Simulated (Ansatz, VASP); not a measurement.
**CoSi, level by level in two programs**

```
Co Si
1.0
     2.78133    0.00000    0.00000
     0.00000    2.78133    0.00000
     0.00000    0.00000    2.78133
Co Si
1 1
Direct
  0.00000 0.00000 0.00000
  0.50000 0.50000 0.50000
```

Single points on this cell with VASP 6.6.1 and Ansatz 0.2.0. Each row is one pair of runs. Alike in all rows: spin: collinear, typed start; k mesh: 5 × 5 × 5; smearing: fermi-dirac, width 0.05 eV; VASP's potentials, cutoff: VASP PAW PBE potentials, release 64 (Co, Si), 520 eV; Ansatz's potentials, cutoff: Ansatz PAW, 420 eV.

| level | gap on the k mesh at the Fermi level (eV), VASP | gap on the k mesh at the Fermi level (eV), Ansatz | pressure (GPa), VASP | pressure (GPa), Ansatz | net moment per atom (μB), VASP | net moment per atom (μB), Ansatz |
| --- | --- | --- | --- | --- | --- | --- |
| PBEsol-based global hybrid | none | none | -8.4 | -8.7 | 0.44 | 0.44 |
| B3LYP | none | none | 5.6 | 4.8 | 0.43 | 0.44 |
| PBE0 | none | ? | -3.7 | ? | 0.44 | ? |

Question: Fill in what Ansatz gave in row 3.

Answer: gap on the k mesh at the Fermi level (eV): none; pressure (GPa): -3.6; net moment per atom (μB): 0.44.

VASP's potentials hold 13 valence electrons a cell and Ansatz's 21, so a difference there can come from the potentials and not from the codes.

A gap of «none» marks a metal or a gap that the smearing closes.

The k mesh is coarse, so the values compare programs but aren't converged. Noted on Ansatz's runs: the magnetic or orbital state may not be the lowest.
